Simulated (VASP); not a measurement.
Here is a VASP 6.6.1 calculation.

File INCAR:

```
SYSTEM = ZnCd3O
ALGO = Normal
EDIFF = 1E-7
ENCUT = 520
GGA = PE
ISIF = 2
ISMEAR = 0
LASPH = .TRUE.
LCHARG = .FALSE.
LREAL = .FALSE.
LWAVE = .FALSE.
NBANDS = 35
NELM = 80
PREC = Accurate
SIGMA = 0.1
```

Contents of KPOINTS:

```
k-points
0
G
  4 4 4
  0 0 0
```

File POSCAR:

```
ZnCd3O
1.0
    4.2935713651      0.0000000000      0.0000000000
    0.0000000000      4.2935713651      0.0000000000
    0.0000000000      0.0000000000      5.4933832238
Zn Cd O
1 3 1
Direct
    0.5000000000      0.5000000000      0.5554944433
    0.5000000000      0.0000000000      0.2027852460
    0.0000000000      0.5000000000      0.2027852460
    0.0000000000      0.0000000000      0.6244219114
    0.0000000000      0.0000000000      1.0227151734
```

Potentials or basis: VASP PAW PBE potentials, release 64 (Zn, Cd, O).

Command:

```console
$ cat potpaw_PBE.64/Zn/POTCAR potpaw_PBE.64/Cd/POTCAR potpaw_PBE.64/O/POTCAR > POTCAR
$ mpirun -np 1 vasp_std > vasp.out
```

(1) Predict the pressure.

(2) What does it give for the band gap on the k mesh?

(3) Estimate the largest force.

Answers

(1) 0.6 GPa.

(2) zero (band 27 reaches 3.53 eV, above the bottom of band 28 at 0.67 eV).

(3) 0.068 eV/Å.

Caveat: the k points lie up to 0.37 Å⁻¹ apart.
